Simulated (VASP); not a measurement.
The system is Sn.

```xyz
4
Lattice="4.5726 0.0000 0.0000 -2.2863 3.9600 0.0000 0.0000 0.0000 7.4671" Properties=species:S:1:pos:R:3 pbc="T T T"
Sn    0.0000    0.0000    0.0000
Sn    0.0000    0.0000    2.8002
Sn    0.0000    2.6400    3.7335
Sn    0.0000    2.6400    6.5337
```

This isn't the form of Sn at room conditions, which is tetragonal (white tin).

* Program: VASP 6.6.1
* Task: relaxation of cell and atoms
* Functional: PBEsol
* Potentials or basis: VASP PAW PBE potentials, release 64 (Sn_d)
* Cutoff: 600 eV
* k mesh: 12 × 12 × 6
* Occupations: gaussian, width 0.1 eV
* Spin: no spin polarisation

At the start: pressure 1.3 GPa; volume 33.80 Å³/atom.

Problem. How do energy, volume and symmetry change on relaxing?

Solution. Over 14 steps the energy falls by 4.8 meV/atom and the volume is 34.85 Å³/atom (+3.1 %); space group P6_3/mmc (No. 194, to 0.1 Å) before and after.

The path:
```tsv
step	energy change (eV)	largest force (eV/Å)	pressure (GPa)	volume (Å³)
1	0.0000	0.0436	1.35	135.21
2	-0.0167	0.0528	-0.41	140.86
3	-0.0188	0.0298	0.01	139.44
4	-0.0188	0.0282	0.04	139.35
5	-0.0189	0.0028	-0.03	139.42
6	-0.0189	0.0095	-0.01	139.42
7	-0.0190	0.0020	0.02	139.37
8	-0.0190	0.0041	0.02	139.29
9	-0.0190	0.0018	0.04	139.31
10	-0.0190	0.0077	-0.08	139.46
11	-0.0190	0.0008	0.03	139.35
12	-0.0190	0.0050	0.01	139.36
13	-0.0190	0.0047	-0.02	139.42
14	-0.0190	0.0028	0.01	139.39
```

Final structure:
```xyz
4
Lattice="4.6085 0.0000 0.0000 -2.3043 3.9911 0.0000 0.0000 0.0000 7.5784" Properties=species:S:1:pos:R:3 pbc="T T T"
Sn    0.0000    0.0000    0.0014
Sn    2.3043    3.9911    2.8405
Sn    0.0000    2.6607    3.7907
Sn    0.0000    2.6607    6.6297
```

Caveat: the PAW data sets were made with another functional, which shifts forces and pressure a little.
